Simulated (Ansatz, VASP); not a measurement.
# Sc: VASP beside Ansatz

Contents of POSCAR:

```
Sc
1.0
    3.3206552942      0.0000000000      0.0000000000
   -1.6603276471      2.8757718420      0.0000000000
    0.0000000000      0.0000000000      5.1657957301
Sc
2
Direct
    0.3333333333      0.6666666667      0.2500000000
    0.6666666667      0.3333333333      0.7500000000
```

The input INCAR.step1:

```
PREC = Accurate
ENCUT = 400
EDIFF = 1E-5
ISMEAR = -1
SIGMA = 0.05
LREAL = False
LASPH = True
NELM = 120
ALGO = Normal
ISIF = 2
LWAVE = True
LCHARG = False
NBANDS = 18
GGA = PE
GGA_COMPAT = False
KPAR = 4
```

The input INCAR.step2:

```
PREC = Accurate
ENCUT = 400
EDIFF = 1E-6
ISMEAR = -1
SIGMA = 0.05
LREAL = False
LASPH = True
NELM = 120
ALGO = Normal
ISIF = 2
LWAVE = False
LCHARG = False
GGA = PE
LHFCALC = True
HFSCREEN = 0.2079
PRECFOCK = Normal
NBANDS = 18
ISTART = 1
GGA_COMPAT = False
KPAR = 4
```

The input KPOINTS:

```
Automatic mesh
0
Gamma
  8 8 5
```

Input for Ansatz:

```yaml
crystal:
  lattice:
    - [3.3206552942, 0.0, 0.0]
    - [-1.6603276471, 2.875771842, 0.0]
    - [0.0, 0.0, 5.1657957301]
  atoms:
    - { symbol: Sc, position: [0.3333333333, 0.6666666667, 0.25] }
    - { symbol: Sc, position: [0.6666666667, 0.3333333333, 0.75] }
basis:
  ecutwfc: 420
  xc_grid: 2
hamiltonian:
  xc: hse06
  pseudopotentials: { kind: paw, azcp: { folder: soft_1 } }
kpoints:
  mp_grid: { grid: [8, 8, 5] }
scf:
  occupations: { method: fermi_dirac, width: 0.05 }
  max_iter: 150
output:
  forces: true
  stress: true
checkpoint:
  write: "../hse06.run"
  compress: false
  write_wavefunctions: false
  write_every: 100000
```

Alike in both runs: task single point; functional HSE06; k mesh 8 × 8 × 5; occupations fermi-dirac, width 0.05 eV; no spin polarisation.

```csv
,VASP,Ansatz
version,VASP 6.6.1,Ansatz 0.2.0
potentials or method,"VASP PAW PBE potentials, release 64 (Sc_sv), cutoff 400 eV",plane-wave PAW DFT
valence electrons in the cell,22,22
```

```csv
,VASP,Ansatz,Ansatz less VASP
pressure (GPa),1.5,1.5,-0.08
"traceless stress, the component that is largest in VASP (GPa)",0.29,0.29,+0.002
```

With one functional, cell and mesh, what is left measures potentials, basis and numerics. Ansatz's warnings: filled band counts differ across k points, stress exchange threshold loose, stress scf threshold loose.
